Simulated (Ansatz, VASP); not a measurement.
# C: VASP beside Ansatz

```
C
1.0
     2.46653    0.00000    0.00000
    -1.23327    2.13608    0.00000
     0.00000    0.00000    8.51285
C
4
Direct
  0.06081 0.00000 0.00250
  0.00000 0.00000 0.50250
  0.33333 0.66667 0.00250
  0.66667 0.33333 0.50250
```

Alike in both runs: task single point; functional PBE; k mesh 24 × 24 × 6; occupations gaussian, width 0.15 eV; no spin polarisation.

|  | VASP | Ansatz |
| --- | --- | --- |
| version | VASP 6.6.1 | Ansatz 0.2.0 |
| potentials or method | VASP PAW PBE potentials, release 64 (C), cutoff 520 eV | scalar-relativistic, plane waves, PAW |
| valence electrons in the cell | 16 | 16 |

VASP gave:

```
gap on the k mesh at the Fermi level (eV)                     : none
pressure (GPa)                                                : 4.3
traceless stress, the component that is largest in VASP (GPa) : -6.90
rms of the force components (eV/Å)                            : 3.339
```

**Question.** What did Ansatz give for the same quantities?

**Answer.** gap on the k mesh at the Fermi level (eV): none; pressure (GPa): 4.1; traceless stress, the component that is largest in VASP (GPa): -6.80; rms of the force components (eV/Å): 3.334.

Atom by atom the forces differ by 0.005 eV/Å (rms over components). A gap of «none» marks a metal or a gap that the smearing closes. The functional is the same, so the differences come from potentials, cutoffs and numerics.
